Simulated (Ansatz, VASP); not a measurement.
# One calculation of MgO, two programs

INCAR

```
PREC = Accurate
ENCUT = 600
EDIFF = 1E-6
ISMEAR = 0
SIGMA = 0.05
LREAL = F
LASPH = T
NELM = 120
ALGO = Normal
ISIF = 2
LWAVE = F
LCHARG = F
GGA = PE
NBANDS = 11
ISYM = 0
GGA_COMPAT = F
```

File KPOINTS:

```
Automatic mesh
0
Gamma
  10 10 10
```

The input POSCAR:

```
MgO
1.0
    0.0000000000      2.1269229054      2.1269229054
    2.1269229054      0.0000000000      2.1269229054
    2.1269229054      2.1269229054      0.0000000000
Mg O
1 1
Direct
   -0.0235081393      0.0235081393     -0.0235081393
    0.5000000000      0.5000000000      0.5000000000
```

Input for Ansatz:

```yaml
crystal:
  lattice:
    - [0.0, 2.1269229054, 2.1269229054]
    - [2.1269229054, 0.0, 2.1269229054]
    - [2.1269229054, 2.1269229054, 0.0]
  atoms:
    - { symbol: Mg, position: [-0.0235081393, 0.0235081393, -0.0235081393] }
    - { symbol: O, position: [0.5, 0.5, 0.5] }
  symmetry: { detect: false }
basis:
  ecutwfc: "450 eV"
kpoints:
  mp_grid: { grid: [10, 10, 10] }
hamiltonian:
  xc: pbe
scf:
  occupations: { method: gaussian, width: 0.05 }
output:
  forces: true
  eigenvalues: true
  stress: true
accuracy: medium
```

Alike in both runs: task single point; functional PBE; k mesh 10 × 10 × 10; occupations gaussian, width 0.05 eV; no spin polarisation.

|  | VASP | Ansatz |
| --- | --- | --- |
| version | VASP 6.6.1 | Ansatz 0.2.0 |
| potentials or method | VASP PAW PBE potentials, release 64 (Mg, O), cutoff 600 eV | scalar-relativistic, plane waves, PAW |
| valence electrons in the cell | 8 | 16 |

|  | VASP | Ansatz | Ansatz less VASP |
| --- | --- | --- | --- |
| gap on the k mesh at the Fermi level (eV) | 4.44 | 4.46 | +0.017 |
| pressure (GPa) | -0.1 | 0.9 | +1.01 |
| traceless stress, the component that is largest in VASP (GPa) | 2.18 | 2.15 | -0.029 |
| rms of the force components (eV/Å) | 0.297 | 0.293 | -0.0043 |

Atom by atom the forces differ by 0.004 eV/Å (rms over components). With one functional, cell and mesh, what is left measures potentials, basis and numerics. VASP's potentials hold 8 valence electrons a cell and Ansatz's 16, so a difference there can come from the potentials and not from the codes.
